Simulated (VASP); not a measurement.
Input of a VASP 6.6.1 run:

Contents of INCAR:

```
SYSTEM = BaLiMnF
PREC = Accurate
ENCUT = 750
EDIFF = 1E-6
ISMEAR = -1
SIGMA = 0.0391
LREAL = .FALSE.
LASPH = .TRUE.
NELM = 120
ALGO = Normal
ISIF = 2
LWAVE = .FALSE.
LCHARG = .FALSE.
GGA = PE
NBANDS = 43
GGA_COMPAT = .FALSE.
```

The input KPOINTS:

```
regular mesh
0
G
  4 4 2
  0 0 0
```

The input POSCAR:

```
BaLiMnF
1.0
    4.0973282016      0.0000000000      0.0000000000
    0.0000000000      4.0973282016      0.0000000000
    0.0000000000      0.0000000000      9.5700747940
Ba Mn Li F
2 2 2 2
Direct
    0.2500000000      0.2500000000      0.3268479827
    0.7500000000      0.7500000000      0.6731520173
    0.2500000000      0.7500000000      0.0000000000
    0.7500000000      0.2500000000      0.0000000000
    0.7500000000      0.7500000000      0.1442575274
    0.2500000000      0.2500000000      0.8557424726
    0.2500000000      0.7500000000      0.5000000000
    0.7500000000      0.2500000000      0.5000000000
```

Potentials or basis: VASP PAW PBE potentials, release 64 (Ba_sv, Mn_pv, Li_sv, F).

The run is started by

```sh
$ cat potpaw_PBE.64/Ba_sv/POTCAR potpaw_PBE.64/Mn_pv/POTCAR potpaw_PBE.64/Li_sv/POTCAR potpaw_PBE.64/F/POTCAR > POTCAR
$ mpirun -np 1 vasp_std > vasp.out
```

Task: Predict the largest force.

Result: 0.134 eV/Å.

Task: Estimate the band gap on the k mesh.

Result: Zero (bands 33 and 34 overlap by 0.57 eV).

Forces on the atoms (eV/Å):
```
Ba   0.000  0.000 -0.134
Ba   0.000  0.000  0.134
Mn   0.000  0.000  0.000
Mn   0.000  0.000  0.000
Li   0.000  0.000 -0.012
Li   0.000  0.000  0.012
F    0.000  0.000  0.000
F    0.000  0.000  0.000
```

Caveat: the k points lie up to 0.38 Å⁻¹ apart, too coarse for converged energies and pressures of a metal; spin-orbit coupling is left out, which moves the levels of the heavy elements; the run has no spin polarisation, though such a crystal can be magnetic. Spin polarisation is off, so any magnetic state and its effect on volume and gap are missing.
